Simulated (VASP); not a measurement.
# BP in VASP: further runs, part 2 of 2

VASP 6.6.1. Earlier steps stand in the parts before.

**4. Relaxation of cell and atoms, PBE**

This run uses another cell than the first one, of 13.29 Å³/atom, 0.951 times its volume.

File INCAR:

```
  PREC = Accurate
  ENCUT = 600
  EDIFF = 1E-6
  ISMEAR = 0
  SIGMA = 0.1
  LREAL = False
  LASPH = True
  NELM = 80
  ALGO = Normal
  ISIF = 3
  LWAVE = False
  LCHARG = False
  GGA = PE
  IBRION = 2
  NSW = 90
  EDIFFG = -0.04
```

File KPOINTS:

```
Automatic mesh
0
Gamma
  8 8 4
```

File POSCAR:

```
BP
1.0
    1.6735274100     -1.7463734800      0.0000000000
    1.6735274100      1.7463734800      0.0000000000
    0.0000000000      0.0000000000      4.5469156700
B P
1 1
Direct
    0.0000000000      0.0000000000      0.5000000000
    0.5000000000      0.5000000000      0.5000000000
```

Started as:

```
$ cat potpaw_PBE.64/B/POTCAR potpaw_PBE.64/P/POTCAR > POTCAR
$ mpirun -np 1 vasp_std > vasp.out
```

It took 1.9 min on 1 thread of Intel Xeon 6975P-C (Granite Rapids), shared host; peak memory 0.14 GiB.

Results (log left out):

```
Free energy                            : -10.7184 eV
Relaxed volume                         : 10.32 Å³/atom
Relaxed cell                           : a = 2.919 Å, b = 2.919 Å, c = 2.421 Å, α = 90.00°, β = 90.00°, γ = 90.01°
Space group after relaxing (to 0.05 Å) : P4/mmm (No. 123)
Energy gained by relaxing              : 1969.1 meV/atom
Ionic steps                            : 38
Pressure after relaxing                : 0.0 GPa
Band gap on the k mesh                 : zero (band 4 reaches 11.75 eV, above the bottom of band 5 at 6.52 eV)
```

Stress tensor (GPa, compression positive):
```
 0.03  0.00  0.00
 0.00 -0.15  0.00
 0.00  0.00  0.06
```

The path:
```csv
step,energy change (eV),largest force (eV/Å),pressure (GPa),volume (Å³)
1,0.0000,0.0000,92.29,26.58
2,-0.0762,0.0000,-14.18,63.92
3,-3.3812,0.0000,-6.24,39.51
4,-3.4337,0.0000,-3.45,38.30
5,-3.4517,0.0000,0.19,37.05
6,-3.4517,0.0000,-0.53,37.28
7,-3.4526,0.0000,-0.08,36.99
8,-3.4527,0.0000,0.12,36.87
9,-3.4533,0.0000,-0.11,36.78
10,-3.4540,0.0000,-0.36,36.56
11,-3.4544,0.0000,-0.41,36.46
12,-3.4554,0.0000,-0.55,36.18
13,-3.4572,0.0000,-0.84,35.60
14,-3.4588,0.0000,-1.44,34.44
15,-3.4594,0.0000,-1.39,34.32
16,-3.4613,0.0000,-1.26,33.94
17,-3.4648,0.0000,-1.00,33.19
18,-3.4737,0.0000,-0.55,31.69
19,-3.4892,0.0000,1.14,28.74
20,-3.5523,0.0000,8.15,23.02
21,3.0208,0.0000,313.33,12.26
22,-3.5433,0.0000,8.71,22.76
23,-3.5586,0.0000,39.26,17.40
24,-3.6944,0.0000,13.77,20.93
25,-3.7325,0.0000,20.37,19.56
26,-3.7318,0.0000,19.14,19.84
27,-3.7212,0.0000,16.06,20.38
28,-3.8709,0.0000,2.96,21.31
29,-3.8880,0.0000,-7.61,22.22
30,-3.8945,0.0000,-4.46,21.91
31,-3.9083,0.0000,-3.82,21.64
32,-3.9260,0.0000,-2.61,21.18
33,-3.9121,0.0000,2.92,20.26
34,-3.9309,0.0000,-0.99,20.87
35,-3.9377,0.0000,0.40,20.59
36,-3.9379,0.0000,0.71,20.54
37,-3.9379,0.0000,0.68,20.54
38,-3.9383,0.0000,-0.02,20.64
```

Final structure:
```xyz
2
Lattice="2.0640 -2.0645 0.0000 2.0640 2.0645 0.0000 0.0000 0.0000 2.4214" Properties=species:S:1:pos:R:3 pbc="T T T"
B     0.0000    0.0000    1.2107
P     2.0640    0.0000    1.2107
```

Levels at points of the mesh, in eV from the Fermi level:
```csv
k point,band 2,band 3,band 4,band 5,band 6,band 7
"(0.00, 0.00, 0.00)",-3.21,-3.21,-0.15,3.48,3.88,9.22
"(0.50, 0.00, 0.00)",-11.37,0.53,0.90,2.65,5.92,6.88
"(0.50, 0.50, 0.00)",-8.66,-8.65,-6.82,8.22,8.83,12.56
"(0.00, 0.00, 0.50)",-8.97,-0.77,-0.77,2.65,6.51,6.82
"(0.50, 0.00, 0.50)",-7.61,-6.04,-3.89,2.45,3.74,7.81
"(0.50, 0.50, 0.50)",-5.78,-5.78,-4.41,-2.67,-1.34,2.70
```

Caveat: the volume moved by over 15 % at a fixed basis, so the end points are rough; this functional lacks dispersion, which binds the layers, so the pressure and a relaxed spacing across them are unreliable.

**5. Single point, PBE**

This run uses another cell than the first one, of 10.44 Å³/atom, 0.748 times its volume.

File INCAR:

```
SYSTEM = BP
ALGO = Normal
EDIFF = 1E-7
ENCUT = 520
GGA = PE
ISIF = 2
ISMEAR = 0
LASPH = .TRUE.
LCHARG = .FALSE.
LREAL = .FALSE.
LWAVE = .FALSE.
NBANDS = 11
NELM = 80
PREC = Accurate
SIGMA = 0.1
```

File KPOINTS:

```
k-points
0
G
  18 18 22
  0 0 0
```

File POSCAR:

```
BP
1.0
    2.9514342631      0.0000000000      0.0000000000
    0.0000000000      2.9514342631      0.0000000000
    0.0000000000      0.0000000000      2.3974234721
B P
1 1
Direct
    0.0000000000      0.0000000000      0.5000000000
    0.5000000000      0.5000000000      0.5000000000
```

Started as:

```
$ cat potpaw_PBE.64/B/POTCAR potpaw_PBE.64/P/POTCAR > POTCAR
$ mpirun -np 1 vasp_std > vasp.out
```

Wall time 35 s (1 thread of Intel Xeon 6975P-C (Granite Rapids), shared host); peak memory 0.24 GiB.

The run converged. Its results:

| Property | Result |
| --- | --- |
| Free energy | -10.6486 eV |
| Pressure | -0.3 GPa |
| Band gap on the k mesh | zero (band 4 reaches 11.66 eV, above the bottom of band 5 at 6.05 eV) |

Levels at points of the mesh, in eV from the Fermi level:
```
           k point  band 1  band 2  band 3  band 4  band 5  band 6  band 7  band 8
(0.00, 0.00, 0.00)  -16.67   -3.35   -3.35   -0.66    3.38    4.31    9.49   10.55
(0.50, 0.00, 0.00)  -13.99  -11.36    0.37    0.62    2.36    5.45    7.13    7.90
(0.50, 0.50, 0.00)  -11.10   -8.62   -8.62   -6.99    8.35    9.10   12.50   13.92
(0.00, 0.00, 0.50)  -12.19   -8.97   -0.75   -0.75    2.21    6.17    6.92    8.50
(0.50, 0.00, 0.50)   -9.59   -7.41   -6.17   -3.96    2.43    3.63    7.59   10.10
(0.50, 0.50, 0.50)   -5.78   -5.57   -5.57   -4.64   -2.64   -1.55    2.63    2.63
```

**6. Overview**

| task | cell | k mesh | cutoff (eV) | gap on the mesh (eV) | pressure (GPa) | relaxed volume (Å³/atom) |
| --- | --- | --- | --- | --- | --- | --- |
| single point | a = 2.864, b = 2.864, c = 3.406 Å, 2 atoms | 8 × 8 × 4 | 520 | none | -0.3 | - |
| relaxation of cell and atoms | relaxed from a = 2.864, b = 2.864, c = 3.406 Å, 2 atoms | 6 × 6 × 6 | 600 | none | 0.0 | 10.83 |
| relaxation of cell and atoms | relaxed from a = 2.419, b = 2.419, c = 4.547 Å, angles 90.0, 90.0, 92.4°, 2 atoms | 8 × 8 × 4 | 600 | none | 0.0 | 10.32 |
| single point | a = 2.951, b = 2.951, c = 2.397 Å, 2 atoms | 18 × 18 × 22 | 520 | none | -0.3 | - |

Alike in all rows: level PBE; potentials or basis VASP PAW PBE potentials, release 64 (B, P); no spin polarisation; smearing gaussian 0.1 eV.

Caveats: some runs use coarse meshes; the volume moved by over 15 % at a fixed basis, so the end points are rough (some runs); this functional lacks dispersion, which binds the layers, so the pressure and a relaxed spacing across them are unreliable (some runs).

Absolute energies hang on the potentials; compare differences alone.
